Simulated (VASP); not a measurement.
Set up this calculation in VASP 6.6.1, as the native input.

* Task: single point
* Functional: PBE
* Potentials or basis: VASP PAW PBE potentials, release 64 (Sr_sv, Al, Te)
* Cutoff: 520 eV
* k mesh: 12 × 12 × 2
* Occupations: gaussian, width 0.1 eV
* Spin: no spin polarisation
* Dipole correction: no
* Further INCAR settings: ALGO = Normal; EDIFF = 1e-06; NBANDS = 46

The structure of SrAl2Te3 lies in POSCAR:

```
SrAl2Te3
1.0
    4.3004253069      0.0000000000      0.0000000000
   -2.1502126535      3.7242775629      0.0000000000
    0.0000000000      0.0000000000     21.8565817072
Sr Al Te
2 4 6
Direct
    0.0000000000      0.0000000000      0.2500000000
    0.0000000000      0.0000000000      0.7500000000
    0.3333333333      0.6666666667      0.9273293179
    0.6666666667      0.3333333333      0.4273293179
    0.6666666667      0.3333333333      0.0726706821
    0.3333333333      0.6666666667      0.5726706821
    0.0000000000      0.0000000000      0.5000000000
    0.0000000000      0.0000000000      0.0000000000
    0.3333333333      0.6666666667      0.3519849735
    0.6666666667      0.3333333333      0.8519849735
    0.6666666667      0.3333333333      0.6480150265
    0.3333333333      0.6666666667      0.1480150265
```

One way to write it, as run:

INCAR

```
SYSTEM = SrAl2Te3
PREC = Accurate ; ENCUT = 520
EDIFF = 1E-6 ; ISMEAR = 0
SIGMA = 0.1 ; LREAL = .False.
LASPH = .True. ; NELM = 100
ALGO = Normal ; ISIF = 2
LWAVE = .False. ; LCHARG = .False.
GGA = PE ; NBANDS = 46
```

KPOINTS

```
regular mesh
0
Gamma
  12 12 2
  0 0 0
```

Potentials or basis: VASP PAW PBE potentials, release 64 (Sr_sv, Al, Te).

The run is started by

```bash
$ cat potpaw_PBE.64/Sr_sv/POTCAR potpaw_PBE.64/Al/POTCAR potpaw_PBE.64/Te/POTCAR > POTCAR
$ mpirun -np 1 vasp_std > vasp.out
```

It gave:

```yaml
Pressure: 0.1 GPa
Largest_force: 0.014 eV/Å
Band_gap_on_the_k_mesh: zero (bands 34 and 35 overlap by 0.52 eV)
```

Caveat: spin-orbit coupling is left out, which moves the levels of the heavy elements.

It took 14 min on 1 thread of Intel(R) Xeon(R) Platinum 8259CL CPU @ 2.50GHz (Skylake/Cascade Lake), with other jobs on the host, peak memory 0.74 GiB.
